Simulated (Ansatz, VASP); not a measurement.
# Ti in VASP and in Ansatz

The input INCAR:

```
PREC = Accurate
ENCUT = 520
EDIFF = 1E-6
ISMEAR = 0
SIGMA = 0.15
LREAL = F
LASPH = T
NELM = 80
ALGO = Normal
ISIF = 2
LWAVE = F
LCHARG = F
GGA = PS
NBANDS = 12
```

Contents of KPOINTS:

```
Automatic mesh
0
Gamma
  20 20 20
```

Contents of POSCAR:

```
Ti
1.0
   -1.6574100000      1.6410000000      1.6410000000
    1.6574100000     -1.6410000000      1.6410000000
    1.6574100000      1.6410000000     -1.6410000000
Ti
1
Direct
    0.0000000000      0.0000000000      0.0000000000
```

Input for Ansatz:

```yaml
crystal:
  lattice:
    - [-1.65741, 1.641, 1.641]
    - [1.65741, -1.641, 1.641]
    - [1.65741, 1.641, -1.641]
  atoms:
    - { symbol: Ti, position: [0.0, 0.0, 0.0] }
basis:
  ecutwfc: 420
kpoints:
  mp_grid: { grid: [20, 20, 20] }
hamiltonian:
  xc: pbesol
scf:
  occupations: { method: gaussian, width: 0.15 }
output:
  forces: true
  stress: true
  eigenvalues: true
  write_density: true
  write_potential: true
  elf: true
  volumetric_format: npy
```

Change from the starting cell: strain +0.0100 x Voigt [1, 0, 0, 0, 0, 0], atoms carried along.

Alike in both runs: task single point; functional PBEsol; k mesh 20 × 20 × 20; occupations gaussian, width 0.15 eV; no spin polarisation.

|  | VASP | Ansatz |
| --- | --- | --- |
| version | VASP 6.6.1 | Ansatz 0.2.0 |
| potentials or method | VASP PAW PBE potentials, release 64 (Ti_sv), cutoff 520 eV | scalar-relativistic, plane waves, PAW |
| valence electrons in the cell | 12 | 12 |

|  | VASP | Ansatz | Ansatz less VASP |
| --- | --- | --- | --- |
| gap on the k mesh at the Fermi level (eV) | none | none | - |
| pressure (GPa) | -7.7 | -7.5 | +0.17 |
| traceless stress, the component that is largest in VASP (GPa) | 0.17 | 0.17 | +0.001 |

VASP's potentials were made for PBE, not for PBEsol. A gap of «none» marks a metal or a gap that the smearing closes.
